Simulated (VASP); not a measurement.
Write the native input for VASP 6.6.1 that does the following.

```yaml
Task: single point
Functional: LDA
Potentials_or_basis: VASP PAW LDA potentials, release 64 (Sr_sv)
Cutoff: 520 eV
k_mesh: 11 × 11 × 3
Occupations: fermi-dirac, width 0.05 eV
Spin: no spin polarisation
Dipole_correction: no
Further_INCAR_settings: ALGO = Normal; EDIFF = 1e-06; NBANDS = 28
```

The structure of Sr lies in POSCAR:

```
Sr
1.0
    3.2502177428      0.0000000000      0.0000000000
   -1.6251088714      2.8147711331      0.0000000000
    0.0000000000      0.0000000000     10.5218551043
Sr
4
Direct
    0.0000000000      0.0000000000      0.0000000000
    0.0000000000      0.0000000000      0.5000000000
    0.3333333333      0.6666666667      0.2500000000
    0.6666666667      0.3333333333      0.7500000000
```

The input as run:

INCAR

```
SYSTEM = Sr
PREC     = Accurate       ! precision mode
ENCUT    = 520            ! plane-wave cutoff, eV
EDIFF    = 1E-6           ! SCF threshold, eV
ISMEAR   = -1             ! smearing method
SIGMA    = 0.05           ! smearing width, eV
LREAL    = .False.        ! projectors in reciprocal space
LASPH    = .True.         ! aspherical terms in the spheres
NELM     = 100            ! most SCF steps
ALGO     = Normal         ! electronic algorithm
ISIF     = 2              ! what is computed and relaxed
LWAVE    = .False.        ! write WAVECAR
LCHARG   = .False.        ! write CHGCAR
NBANDS   = 28             ! bands
```

KPOINTS

```
Automatic mesh
0
Gamma
  11 11 3
  0 0 0
```

Potentials or basis: VASP PAW LDA potentials, release 64 (Sr_sv).

Launch:

```console
$ cat potpaw_LDA.64/Sr_sv/POTCAR > POTCAR
$ mpirun -np 1 vasp_std > vasp.out
```

Results of the run:

The pressure is 25.3 GPa and the band gap on the k mesh is zero (band 20 reaches 5.62 eV, above the bottom of band 21 at 4.70 eV).

Wall time 50 s on 1 thread of Intel(R) Xeon(R) Platinum 8488C (Sapphire Rapids) (shared host), peak memory 0.2 GiB.
